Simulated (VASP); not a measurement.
# HfO2 (Fm-3m) in VASP: a series of runs

The runs below take HfO2 through single point, with r2SCAN.

Everything below comes from runs of VASP 6.6.1. Logs are shortened: lines on timing, memory, paths and dates and some standing lists are left out, and cuts for length are marked.

## Step 1: The cell of the first run

The structure is cubic, space group Fm-3m (No. 225). Conventional cell: a = 5.059 Å, b = 5.059 Å, c = 5.059 Å, α = 90.00°, β = 90.00°, γ = 90.00°. Within 2.9 Å of Hf (site symmetry m-3m) lie 8 O at 2.19 Å. O (site symmetry -43m) has 4 Hf at 2.19 Å and 6 O at 2.53 Å within 2.9 Å.

## Step 2: Single point, r2SCAN

Input file POSCAR:

```
HfO2
1.0
    0.0000000000      2.5295608501      2.5295608501
    2.5295608501      0.0000000000      2.5295608501
    2.5295608501      2.5295608501      0.0000000000
Hf O
1 2
Direct
    0.0000000000      0.0000000000      0.0000000000
    0.2500000000      0.2500000000      0.2500000000
    0.7500000000      0.7500000000      0.7500000000
```

Input file INCAR.step1:

```
SYSTEM = HfO2
PREC     = Accurate       ! precision mode
ENCUT    = 520            ! plane-wave cutoff, eV
ISMEAR   = 0              ! smearing method
SIGMA    = 0.1            ! smearing width, eV
LREAL    = .False.        ! projectors in reciprocal space
LASPH    = .True.         ! aspherical terms in the spheres
NELM     = 60             ! most SCF steps
NBANDS   = 18             ! bands
GGA      = PE             ! functional
ALGO     = Normal         ! electronic algorithm
EDIFF    = 1E-4           ! SCF threshold, eV
LWAVE    = .True.         ! write WAVECAR
LCHARG   = .False.        ! write CHGCAR
```

Input file INCAR.step2:

```
SYSTEM = HfO2
PREC     = Accurate       ! precision mode
ENCUT    = 520            ! plane-wave cutoff, eV
EDIFF    = 1E-6           ! SCF threshold, eV
ISMEAR   = 0              ! smearing method
SIGMA    = 0.1            ! smearing width, eV
LREAL    = .False.        ! projectors in reciprocal space
LASPH    = .True.         ! aspherical terms in the spheres
NELM     = 60             ! most SCF steps
ALGO     = Normal         ! electronic algorithm
ISIF     = 2              ! what is computed and relaxed
LWAVE    = .False.        ! write WAVECAR
LCHARG   = .True.         ! write CHGCAR
METAGGA  = R2SCAN         ! meta-GGA
LMIXTAU  = .True.       
LELF     = .True.         ! ELF
LVHAR    = .True.       
NBANDS   = 18             ! bands
ISTART   = 1
```

Input file KPOINTS:

```
Automatic mesh
0
Gamma
  6 6 6
  0 0 0
```

Potentials or basis: VASP PAW PBE potentials, release 64 (Hf_pv, O).

On the command line:

```console
$ cat potpaw_PBE.64/Hf_pv/POTCAR potpaw_PBE.64/O/POTCAR > POTCAR
$ cp INCAR.step1 INCAR
$ mpirun -np 1 vasp_std > vasp.out
$ cp INCAR.step2 INCAR
$ mpirun -np 1 vasp_std > vasp.out
```

OUTCAR:

```text
SYSTEM = HfO2
   PREC = Accurate
   ENCUT = 520
   EDIFF = 1E-6
   ISMEAR = 0
   LREAL = .False.
   LASPH = .True.
   NELM = 60
   ISIF = 2
   METAGGA = R2SCAN
   ISTART = 1

 ion  position               nearest neighbor table
   1  0.000  0.000  0.000-   3 2.19   3 2.19   3 2.19   2 2.19   3 2.19   2 2.19   2 2.19   2 2.19

   2  0.250  0.250  0.250-   1 2.19   1 2.19   1 2.19   1 2.19
   3  0.750  0.750  0.750-   1 2.19   1 2.19   1 2.19   1 2.19

  LATTYP: Found a face centered cubic cell.
 ALAT       =     5.0591217002

  Lattice vectors:

 A1 = (   0.0000000000,   2.5295608501,   2.5295608501)
 A2 = (   2.5295608501,   0.0000000000,   2.5295608501)
 A3 = (   2.5295608501,   2.5295608501,   0.0000000000)

Analysis of symmetry for initial positions (statically):
=====================================================================
 Subroutine PRICEL returns:
 Original cell was already a primitive cell.

 Routine SETGRP: Setting up the symmetry group for a
 face centered cubic supercell.

 Subroutine GETGRP returns: Found 48 space group operations
 (whereof 48 operations were pure point group operations)
 out of a pool of 48 trial point group operations.

The static configuration has the point symmetry O_h .

Analysis of symmetry for dynamics (positions and initial velocities):
=====================================================================
 Subroutine PRICEL returns:
 Original cell was already a primitive cell.

 Routine SETGRP: Setting up the symmetry group for a
 face centered cubic supercell.

 Subroutine GETGRP returns: Found 48 space group operations
 (whereof 48 operations were pure point group operations)
 out of a pool of 48 trial point group operations.

The dynamic configuration has the point symmetry O_h .

 Subroutine INISYM returns: Found 48 space group operations
 (whereof 48 operations are pure point group operations),
 and found     1 'primitive' translations

----------------------------------------------------------------------------------------

                                     Primitive cell

  volume of cell :      32.3717

  direct lattice vectors                    reciprocal lattice vectors
     0.000000000  2.529560850  2.529560850    -0.197662768  0.197662768  0.197662768
     2.529560850  0.000000000  2.529560850     0.197662768 -0.197662768  0.197662768
     2.529560850  2.529560850  0.000000000     0.197662768  0.197662768 -0.197662768

  length of vectors
     3.577339261  3.577339261  3.577339261     0.342361957  0.342361957  0.342361957

  position of ions in fractional coordinates (direct lattice)
     0.000000000  0.000000000  0.000000000
     0.250000000  0.250000000  0.250000000
     0.750000000  0.750000000  0.750000000

  ion indices of the primitive-cell ions
   primitive index   ion index
                 1           1
                 2           2
                 3           3

----------------------------------------------------------------------------------------

 KPOINTS: Automatic mesh

Automatic generation of k-mesh.
 Grid dimensions read from file:
 generate k-points for:    6    6    6

 Generating k-lattice:

  Cartesian coordinates                     Fractional coordinates (reciprocal lattice)
    -0.032943795  0.032943795  0.032943795     0.166666667  0.000000000  0.000000000
     0.032943795 -0.032943795  0.032943795     0.000000000  0.166666667  0.000000000
     0.032943795  0.032943795 -0.032943795     0.000000000  0.000000000  0.166666667

  Length of vectors
     0.057060326  0.057060326  0.057060326

  Shift w.r.t. Gamma in fractional coordinates (k-lattice)
     0.000000000  0.000000000  0.000000000

 Subroutine IBZKPT returns following result:
 ===========================================

 Found     16 irreducible k-points:

 Following reciprocal coordinates:
            Coordinates               Weight
  0.000000  0.000000  0.000000      1.000000
  0.166667  0.000000  0.000000      8.000000
  0.333333  0.000000  0.000000      8.000000
  0.500000  0.000000  0.000000      4.000000
  0.166667  0.166667  0.000000      6.000000
  0.333333  0.166667  0.000000     24.000000
[... 8 lines left out ...]
 -0.333333  0.333333  0.166667     24.000000
 -0.333333  0.500000  0.166667     12.000000
   k-points           NKPTS =     16   k-points in BZ     NKDIM =     16   number of bands    NBANDS=     18
   number of dos      NEDOS =    301   number of ions     NIONS =      3
   total plane-waves  NPLWV =  21952
   dimension x,y,z NGX =    28 NGY =   28 NGZ =   28
   dimension x,y,z NGXF=    56 NGYF=   56 NGZF=   56
   ions per type =               1   2
   NGX,Y,Z   is equivalent  to a cutoff of  13.01, 13.01, 13.01 a.u.
   NGXF,Y,Z  is equivalent  to a cutoff of  26.02, 26.02, 26.02 a.u.
 SYSTEM =  HfO2
   PREC   = accura    normal or accurate (medium, high low for compatibility)
   ISTART =      1    job   : 0-new  1-cont  2-samecut
   ICHARG =      0    charge: 1-file 2-atom 10-const
   ISPIN  =      1    spin polarized calculation?
   LNONCOLLINEAR =      F non collinear calculations
   LSORBIT =      F    spin-orbit coupling
   LASPH  =      T    aspherical Exc in radial PAW
   ENCUT  =  520.0 eV  38.22 Ry    6.18 a.u.   6.65  6.65  6.65*2*pi/ulx,y,z
   NELM   =     60;   NELMIN=  2; NELMDL=  0     # of ELM steps
   EDIFF  = 0.1E-05   stopping-criterion for ELM
   LREAL  =      F    real-space projection
   EDIFFG = 0.1E-04   stopping-criterion for IOM
   NSW    =      0    number of steps for IOM
   IBRION =     -1    ionic relax: 0-MD 1-quasi-New 2-CG
   NFREE  =      0    steps in history (QN), initial steepest desc. (CG)
   ISIF   =      2    stress and relaxation
   ISYM   =      2    0-nonsym 1-usesym 2-fastsym
   POTIM  = 0.5000    time-step for ionic-motion
   TEBEG  =    0.0;   TEEND  =   0.0 temperature during run
   PSTRESS=    0.0 pullay stress
   NELECT =      22.0000    total number of electrons
   NUPDOWN=      -1.0000    fix difference up-down
   EMIN   =  10.00;   EMAX   =-10.00  energy-range for DOS
   EFERMI =   0.00;   METHOD = LEGACY
   ISMEAR =     0;   SIGMA  =   0.10  broadening in eV -4-tet -1-fermi 0-gaus
   EFERMI_NEDOS =   21; number of points for ismear=-14 and -15
   IALGO  =     38    algorithm
   IMIX   =      4    mixing-type and parameters
     AMIX     =   0.40;   BMIX     =  1.00
     AMIX_MAG =   1.60;   BMIX_MAG =  1.00
  volume/ion in A,a.u.               =      10.79        72.82
  Fermi-wavevector in a.u.,A,eV,Ry     =   1.439331  2.719941 28.186821  2.071673
  Thomas-Fermi vector in A             =   2.558198
   LORBIT       =      0    0 simple, 1 ext, 2 COOP (PROOUT), +10 PAW based schemes
   METAGGA = R2SCAN    functional components
   LHFCALC =     F    Hartree Fock is set to
   AEXX    =    0.0000 exact exchange contribution
   IVDW    =     0    specifies the selected vdW correction
   LEPSILON=     F    determine dielectric tensor
   LRPA    =     F    only Hartree local field effects (RPA)
 non-spin polarized calculation
 Gauss-broadening in eV      SIGMA  =   0.10
  energy-cutoff  :      520.00
  volume of cell :       32.37
 maximum number of plane-waves:       893
 NGX is ok and might be reduce to    28
   NGX = 13   NGY = 13   NGZ = 13

 number of electron      21.9999992 magnetization

 Free energy of the ion-electron system (eV)
  ---------------------------------------------------
  ext. energy  EPLUGINS =         0.00000000
  ---------------------------------------------------
  free energy    TOTEN  =       -68.54703965 eV

  energy without entropy =      -68.54703965  energy(sigma->0) =      -68.54703965

 E-fermi :   4.4597     XC(G=0): -12.6156

 val. band max:        3.9653464685   @ k =   0.5000   0.5000   0.0000
 cond. band min:       8.2788635719   @ k =   0.5000   0.5000   0.0000
 fundamental gap:      4.3135171034
 Fermi energy:         4.4596826247

 k-point     1 :       0.0000    0.0000    0.0000
  band No.  band energies     occupation
      1     -26.6620      2.00000
      2     -26.6620      2.00000
      3     -26.6620      2.00000
      4     -15.8041      2.00000
      5     -12.7698      2.00000
      6      -1.5157      2.00000
[... 10 lines left out ...]
     17      15.0462      0.00000
     18      16.6734      0.00000

 k-point     2 :       0.1667    0.0000    0.0000
  band No.  band energies     occupation
      1     -26.7828      2.00000
      2     -26.6747      2.00000
      3     -26.6747      2.00000
      4     -15.4440      2.00000
      5     -13.0497      2.00000
      6      -1.2507      2.00000
[... 10 lines left out ...]
     17      14.5978      0.00000
     18      16.6710      0.00000

 k-point     3 :       0.3333    0.0000    0.0000
  band No.  band energies     occupation
      1     -27.0102      2.00000
      2     -26.7000      2.00000
      3     -26.7000      2.00000
      4     -14.7833      2.00000
      5     -13.4410      2.00000
      6      -0.7021      2.00000
[... 10 lines left out ...]
     17      14.2314      0.00000
     18      16.6510      0.00000

 k-point     4 :       0.5000    0.0000    0.0000
  band No.  band energies     occupation
      1     -27.1175      2.00000
      2     -26.7126      2.00000
      3     -26.7126      2.00000
      4     -14.5741      2.00000
      5     -13.4630      2.00000
      6      -0.4343      2.00000
[... 207 lines left out ...]
      4     -14.1747      2.00000
      5     -13.7729      2.00000
      6      -1.1052      2.00000
[... 10 lines left out ...]
     17      15.6127      0.00000
     18      16.6679      0.00000

 k-point    15 :      -0.3333    0.3333    0.1667
  band No.  band energies     occupation
      1     -27.0178      2.00000
      2     -26.9090      2.00000
      3     -26.7603      2.00000
      4     -14.0303      2.00000
      5     -13.7509      2.00000
      6      -1.1122      2.00000
[... 10 lines left out ...]
     17      16.3999      0.00000
     18      16.6647      0.00000

 k-point    16 :      -0.3333    0.5000    0.1667
  band No.  band energies     occupation
      1     -27.0618      2.00000
      2     -26.8803      2.00000
      3     -26.7880      2.00000
      4     -13.9542      2.00000
      5     -13.7370      2.00000
      6      -1.9985      2.00000
[... 10 lines left out ...]
     17      16.6663      0.00000
     18      17.6514      0.00000

------------------------ aborting loop because EDIFF is reached ----------------------------------------

  FORCE on cell =-STRESS in cart. coord.  units (eV):
  Direction    XX          YY          ZZ          XY          YZ          ZX
  --------------------------------------------------------------------------------------
  -------------------------------------------------------------------------------------
  Total       -0.8251399     -0.8251399     -0.8251399      0.0000000      0.0000000      0.0000000
  in kB      -40.8387802    -40.8387802    -40.8387802      0.0000000      0.0000000      0.0000000
  external PRESSURE =     -40.8387802 kB  Pullay stress =       0.0000000 kB

 VOLUME and BASIS-vectors are now :
 -----------------------------------------------------------------------------
  energy-cutoff  :      520.00
  volume of cell :       32.37
      direct lattice vectors                 reciprocal lattice vectors
     0.000000000  2.529560850  2.529560850    -0.197662768  0.197662768  0.197662768
     2.529560850  0.000000000  2.529560850     0.197662768 -0.197662768  0.197662768
     2.529560850  2.529560850  0.000000000     0.197662768  0.197662768 -0.197662768

 POSITION                                       TOTAL-FORCE (eV/Angst)
 -----------------------------------------------------------------------------------
      0.00000      0.00000      0.00000        -0.000000     -0.000000     -0.000000
      1.26478      1.26478      1.26478        -0.000000     -0.000000     -0.000000
      3.79434      3.79434      3.79434         0.000000      0.000000      0.000000
 -----------------------------------------------------------------------------------
    total drift:                                0.000000      0.000000      0.000000

  FREE ENERGIE OF THE ION-ELECTRON SYSTEM (eV)
  ---------------------------------------------------
  free  energy   TOTEN  =       -68.5470396466 eV

  energy  without entropy=      -68.5470396466  energy(sigma->0) =      -68.54703965
```

Run time: 23 s. Hardware: 1 thread of Intel Xeon 6975P-C (Granite Rapids), shared host; peak memory 0.16 GiB.

Results:

```
Free energy            : -68.5470 eV
Pressure               : -4.1 GPa
Band gap on the k mesh : 4.31 eV, direct
```

Caveat: the PAW data sets were made with another functional, which shifts forces and pressure a little; spin-orbit coupling is left out, which moves the levels of the heavy elements.

(Continued in part 2 of 2.)
